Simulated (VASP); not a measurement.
Input of a VASP 6.6.1 run:

File POSCAR:

```
Ti
1.0
    2.9357790312      0.0000000000      0.0000000000
   -1.4678895156      2.5424592209      0.0000000000
    0.0000000000      0.0000000000      4.6392942155
Ti
2
Direct
    0.3333333333      0.6666666667      0.2500000000
    0.6666666667      0.3333333333      0.7500000000
```

File INCAR.step1:

```
SYSTEM = Ti
  PREC = Accurate
  ENCUT = 550
  ISMEAR = -1
  SIGMA = 0.05
  LREAL = .False.
  LASPH = .True.
  NELM = 200
  ISPIN = 2
  MAGMOM = 1 1
  LMAXMIX = 4
  NBANDS = 23
  GGA = PE
  ALGO = Normal
  EDIFF = 1E-5
  LWAVE = .True.
  LCHARG = .False.
  GGA_COMPAT = .False.
```

Contents of INCAR.step2:

```
SYSTEM = Ti
  PREC = Accurate
  ENCUT = 550
  EDIFF = 1E-6
  ISMEAR = -1
  SIGMA = 0.05
  LREAL = .False.
  LASPH = .True.
  NELM = 200
  ALGO = Normal
  ISIF = 2
  LWAVE = .False.
  LCHARG = .False.
  ISPIN = 2
  MAGMOM = 1 1
  LORBIT = 11
  LMAXMIX = 4
  METAGGA = R2SCAN
  LMIXTAU = .True.
  NBANDS = 23
  ISTART = 1
  GGA_COMPAT = .False.
```

The input KPOINTS:

```
Automatic mesh
0
Gamma
  12 12 7
  0 0 0
```

Potentials or basis: VASP PAW PBE potentials, release 64 (Ti_sv).

Run with:

```sh
$ cat potpaw_PBE.64/Ti_sv/POTCAR > POTCAR
$ cp INCAR.step1 INCAR
$ mpirun -np 1 vasp_std > vasp.out
$ cp INCAR.step2 INCAR
$ mpirun -np 1 vasp_std > vasp.out
```

Problem. What does it give for the net moment?

Solution. 0.00 μB per cell.

Problem. Estimate the band gap on the k mesh.

Solution. Zero (filled and empty bands overlap).

Problem. What does it give for the pressure?

Solution. 0.4 GPa.

Caveat: the PAW data sets were made with another functional, which shifts forces and pressure a little.
